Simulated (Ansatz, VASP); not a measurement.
**B in VASP and in Ansatz**

The input POSCAR:

```
B
1.0
   -1.1916374617      1.1916374617      1.1916374617
    1.1916374617     -1.1916374617      1.1916374617
    1.1916374617      1.1916374617     -1.1916374617
B
1
Direct
    0.0000000000      0.0000000000      0.0000000000
```

File INCAR.step1:

```
SYSTEM = B
ALGO = Normal ; EDIFF = 1E-4
ENCUT = 520 ; GGA = PE
ISMEAR = -1 ; LASPH = .True.
LCHARG = .False. ; LREAL = .False.
LWAVE = .True. ; NBANDS = 8
NELM = 60 ; PREC = Accurate
SIGMA = 0.1
```

The input INCAR.step2:

```
SYSTEM = B
ALGO = Normal ; EDIFF = 1E-6
ENCUT = 520 ; ISIF = 2
ISMEAR = -1 ; ISTART = 1
LASPH = .True. ; LCHARG = .False.
LMIXTAU = .True. ; LREAL = .False.
LWAVE = .False. ; METAGGA = R2SCAN
NBANDS = 8 ; NELM = 60
PREC = Accurate ; SIGMA = 0.1
```

KPOINTS

```
k-points
0
Gamma
  21 21 21
  0 0 0
```

Input for Ansatz:

```yaml
crystal:
  lattice:
    - [-1.1916374617, 1.1916374617, 1.1916374617]
    - [1.1916374617, -1.1916374617, 1.1916374617]
    - [1.1916374617, 1.1916374617, -1.1916374617]
  atoms:
    - { symbol: B, position: [0.0, 0.0, 0.0] }
hamiltonian:
  xc: r2scan
  pseudopotentials:
    kind: paw
    azcp:
      B: "pseudopotentials/B.paw.azcp"
basis:
  ecutwfc: 500
  fft_grid_basis: typed
kpoints:
  mp_grid: { grid: [21, 21, 21], shift: [0, 0, 0] }
magnetization:
  spin_polarized: false
scf:
  occupations: { method: fermi_dirac, width: 0.1 }
  lower_state_search: "off"
output:
  stress: true
```

Alike in both runs: task single point; functional r2SCAN; k mesh 21 × 21 × 21; occupations fermi-dirac, width 0.1 eV; no spin polarisation.

|  | VASP | Ansatz |
| --- | --- | --- |
| version | VASP 6.6.1 | Ansatz 0.2.0 |
| potentials or method | VASP PAW PBE potentials, release 64 (B), cutoff 520 eV | plane waves (500 eV) with PAW, scalar-relativistic |
| valence electrons in the cell | 3 | 3 |

```csv
,VASP,Ansatz,Ansatz less VASP
pressure (GPa),-20.6,-20.5,+0.17
```

VASP's potentials were made for PBE, not for r2SCAN. With one functional, cell and mesh, what is left measures potentials, basis and numerics.
